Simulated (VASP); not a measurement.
Here is a VASP 6.6.1 calculation.

File POSCAR:

```
Si
1.0
   -2.4221513697      2.4221513697      1.3565179348
    2.4221513697     -2.4221513697      1.3565179348
    2.4221513697      2.4221513697     -1.3565179348
Si
2
Direct
    0.5000000000      0.5000000000      0.0000000000
    0.2500000000      0.7500000000      0.5000000000
```

The input INCAR.step1:

```
ALGO = Normal
EDIFF = 1E-5
ENCUT = 520
GGA = PE
ISIF = 2
ISMEAR = -1
LASPH = T
LCHARG = F
LREAL = F
LWAVE = T
NBANDS = 11
NELM = 80
PREC = Accurate
SIGMA = 0.05
```

Contents of INCAR.step2:

```
AEXX = 1.0
AGGAC = 0.0
ALDAC = 0.0
ALGO = Normal
EDIFF = 1E-7
ENCUT = 520
GGA = PE
ISIF = 2
ISMEAR = -1
ISTART = 1
LASPH = T
LCHARG = F
LHFCALC = T
LREAL = F
LWAVE = F
NBANDS = 11
NELM = 80
PREC = Accurate
PRECFOCK = Normal
SIGMA = 0.05
```

KPOINTS

```
k-points
0
Gamma
  6 6 6
```

Potentials or basis: VASP PAW PBE potentials, release 64 (Si).

Launch:

```console
$ cat potpaw_PBE.64/Si/POTCAR > POTCAR
$ cp INCAR.step1 INCAR
$ mpirun -np 1 vasp_std > vasp.out
$ cp INCAR.step2 INCAR
$ mpirun -np 1 vasp_std > vasp.out
```

What does it give for the pressure?

-1.1 GPa.

Predict the band gap on the k mesh.

zero (bands 4 and 5 overlap by 12.44 eV).

Stress tensor (GPa, compression positive):
```
-1.34  0.00  0.00
 0.00 -1.34  0.00
 0.00  0.00 -0.52
```

Caveat: the k points lie up to 0.44 Å⁻¹ apart, too coarse for converged energies and pressures of a metal; the PAW data sets were made with another functional, which shifts forces and pressure a little.
